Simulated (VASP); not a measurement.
## Co: single point with PBE

Co:

```xyz
1
Lattice="2.3085 0.0000 0.0000 0.0000 2.3085 0.0000 0.0000 0.0000 2.3085" Properties=species:S:1:pos:R:3 pbc="T T T"
Co    0.0000    0.0000    0.0000
```

This isn't the form of Co at room conditions, which is hcp.

```
Program             : VASP 6.6.1
Task                : single point
Functional          : PBE
Potentials or basis : VASP PAW PBE potentials, release 64 (Co)
Cutoff              : 520 eV
k mesh              : 22 × 22 × 22
Occupations         : fermi-dirac, width 0.05 eV
Spin                : collinear spin, ferromagnetic start
Starting moments    : [1.898] μB
```

```yaml
Pressure: 5.0 GPa
Net_moment: 1.80 μB per cell
Site_moments: Co +1.80 μB
Valence_electrons_inside_the_program's_atomic_spheres: Co 8.23
```

Levels at points of the mesh, in eV from the Fermi level:
Spin up:
```
           k point  band 2  band 3  band 4  band 5  band 6  band 7  band 8  band 9
(0.00, 0.00, 0.00)   -4.44   -4.44   -1.06   -1.06   -1.06   19.35   19.35   19.35
(0.50, 0.00, 0.00)   -3.96   -2.23   -2.23   -1.45   -0.95    3.72   23.76   26.53
(0.50, 0.50, 0.00)   -3.51   -1.99   -1.99    0.10    5.01    5.01   11.07   11.87
(0.50, 0.50, 0.50)   -4.31   -4.31    0.17    0.17   11.93   11.93   11.93   13.16
```
Spin down:
```
           k point  band 1  band 2  band 3  band 4  band 5  band 6  band 7  band 8  band 9
(0.00, 0.00, 0.00)   -8.29   -3.18   -3.18    1.21    1.21    1.21   19.73   19.73   19.73
(0.50, 0.00, 0.00)   -3.72   -2.63   -1.40   -0.12   -0.12    1.33    4.85   23.63   26.49
(0.50, 0.50, 0.00)   -3.88   -2.23    0.16    0.16    1.76    5.21    5.21   11.76   12.74
(0.50, 0.50, 0.50)   -2.61   -2.61   -2.61    1.83    1.83   12.32   12.32   12.32   12.91
```

Run time: 41 s on 1 thread of Intel(R) Xeon(R) 6975P-C (Granite Rapids), on a shared host, peak memory 0.2 GiB.

Caveat: the cell stands under pressure.
